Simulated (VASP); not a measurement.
Fe2Pt: single point with PBE

Fe2Pt:

```
Pt Fe
1.0
     2.58222    0.00000    0.00000
    -1.29111    2.23627    0.00000
     0.00000    0.00000    6.19202
Pt Fe
1 2
Direct
  0.00000 0.00000 0.00000
  0.66667 0.33333 0.35546
  0.33333 0.66667 0.64454
```

```json
{
 "Program": "VASP 6.6.1",
 "Task": "single point",
 "Functional": "PBE",
 "Potentials or basis": "VASP PAW PBE potentials, release 64 (Pt, Fe)",
 "Cutoff": "520 eV",
 "k mesh": "12 × 12 × 5",
 "Occupations": "fermi-dirac, width 0.05 eV",
 "Spin": "collinear spin, ferromagnetic start",
 "Starting moments": "[0.0, 3.0, 3.0] μB",
 "Dipole correction": "no",
 "Further INCAR settings": "ALGO = Normal; EDIFF = 1e-06; NBANDS = 24"
}
```

| Property | Result |
| --- | --- |
| Pressure | 22.0 GPa |
| Largest force | 0.196 eV/Å |
| Net moment | 3.72 μB per cell |
| Site moments | Pt +0.10; Fe +1.78 μB |
| Valence electrons inside the program's atomic spheres | Pt 9.70; Fe 7.35 |

Forces in eV/Å, atoms in the order of the input:
```
Pt   0.000  0.000  0.000
Fe   0.000  0.000 -0.196
Fe   0.000  0.000  0.196
```

Stress tensor (GPa, compression positive):
```
26.75  0.00  0.00
 0.00 26.75  0.00
 0.00  0.00 12.35
```

Levels at points of the mesh, in eV from the Fermi level:
Spin up:
| k point | band 11 | band 12 | band 13 | band 14 | band 15 | band 16 | band 17 | band 18 | band 19 | band 20 |
| --- | --- | --- | --- | --- | --- | --- | --- | --- | --- | --- |
| (0.00, 0.00, 0.00) | -2.45 | -1.50 | -1.17 | -1.17 | -0.90 | -0.90 | -0.17 | -0.17 | 11.17 | 11.69 |
| (0.50, 0.00, 0.00) | -0.32 | -0.29 | 0.19 | 0.34 | 0.60 | 1.77 | 2.52 | 2.66 | 7.40 | 7.75 |
Spin down:
| k point | band 9 | band 10 | band 11 | band 12 | band 13 | band 14 |
| --- | --- | --- | --- | --- | --- | --- |
| (0.00, 0.00, 0.00) | -1.77 | -0.52 | -0.52 | -0.25 | -0.25 | 0.18 |
| (0.50, 0.00, 0.00) | -0.76 | -0.34 | 0.62 | 1.77 | 1.80 | 1.81 |

Wall time 55 s on 1 thread of Intel(R) Xeon(R) 6975P-C (Granite Rapids), with other jobs on the host, peak memory 0.24 GiB.

Caveat: the stress differs along the axes, from 12 to 27 GPa; spin-orbit coupling is left out, which moves the levels of the heavy elements.
